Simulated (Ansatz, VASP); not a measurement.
**HfN: VASP beside Ansatz**

```
Hf N
1.0
     0.00000    2.25586    2.25586
     2.25586    0.00000    2.25586
     2.25586    2.25586    0.00000
Hf N
1 1
Direct
  0.02559 0.02559 0.02559
  0.50000 0.50000 0.50000
```

Alike in both runs: task electric field gradients; functional PBE; k mesh 16 × 16 × 16; occupations fermi-dirac, width 0.05 eV; no spin polarisation.

|  | VASP | Ansatz |
| --- | --- | --- |
| version | VASP 6.6.1 | Ansatz 0.2.0 |
| potentials or method | VASP PAW PBE potentials, release 64 (Hf_pv, N), cutoff 520 eV | all-electron PAW with datasets made for the crystal, scalar-relativistic |

Ansatz gave:

```
pressure (GPa)                                                : 11.9
traceless stress, the component that is largest in VASP (GPa) : -0.64
rms of the force components (eV/Å)                            : 1.353
size of Vzz on the site where it differs most (V/Å²)          : 43.2
```

**Question.** Which values does VASP return?

**Answer.** Pressure (GPa): 9.6; traceless stress, the component that is largest in VASP (GPa): -0.61; rms of the force components (eV/Å): 1.357; size of Vzz on the site where it differs most (V/Å²): 36.0.

Atom by atom the forces differ by 0.005 eV/Å (rms over components). Ansatz ran all-electron here, and VASP with PAW potentials.

Spin-orbit coupling is off throughout.
